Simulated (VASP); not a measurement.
Here is a VASP 6.6.1 calculation.

Contents of INCAR:

```
PREC = Accurate
ENCUT = 520
EDIFF = 1E-7
ISMEAR = 0
SIGMA = 0.02
LREAL = F
LASPH = T
NELM = 100
ALGO = Normal
ISIF = 2
LWAVE = F
LCHARG = F
GGA = PE
IBRION = 2
NSW = 80
EDIFFG = -0.02
```

Contents of KPOINTS:

```
regular mesh
0
Gamma
  3 3 3
```

Contents of POSCAR:

```
Zn6O7
1.0
    0.0000000000      0.0000000000     -5.2932331742
   -4.9190861691     -2.8400357239      0.0000000000
    0.0000000001      5.6800714478      0.0000000000
Zn O
6 7
Direct
    0.4993955884      0.3333333333      0.3333333333
    0.4993955884      0.6666666667      0.0000000000
    0.4993955884      0.0000000000      0.6666666667
    0.9993955884      0.6666666667      0.6666666667
    0.9993955884      0.0000000000      0.3333333333
    0.9993955884      0.3333333333      0.0000000000
    0.1202944116      0.3333333333      0.3333333333
    0.1202944116      0.6666666667      0.0000000000
    0.1202944116      0.0000000000      0.6666666667
    0.6202944116      0.6666666667      0.6666666667
    0.6202944116      0.0000000000      0.3333333333
    0.6202944116      0.3333333333      0.0000000000
    0.7931884300      0.0175419089      0.0292733959
```

Potentials or basis: VASP PAW PBE potentials, release 64 (Zn, O).

Run with:

```console
$ cat potpaw_PBE.64/Zn/POTCAR potpaw_PBE.64/O/POTCAR > POTCAR
$ mpirun -np 1 vasp_std > vasp.out
```

Predict the energy gained by relaxing.

109.2 meV/atom.

Estimate the band gap on the k mesh.

zero (band 57 reaches 1.57 eV, above the bottom of band 58 at 1.23 eV).

Stress tensor (GPa, compression positive):
```
8.29 0.02 0.00
0.02 8.34 0.00
0.00 0.00 5.61
```

Caveat: the k points lie up to 0.43 Å⁻¹ apart.
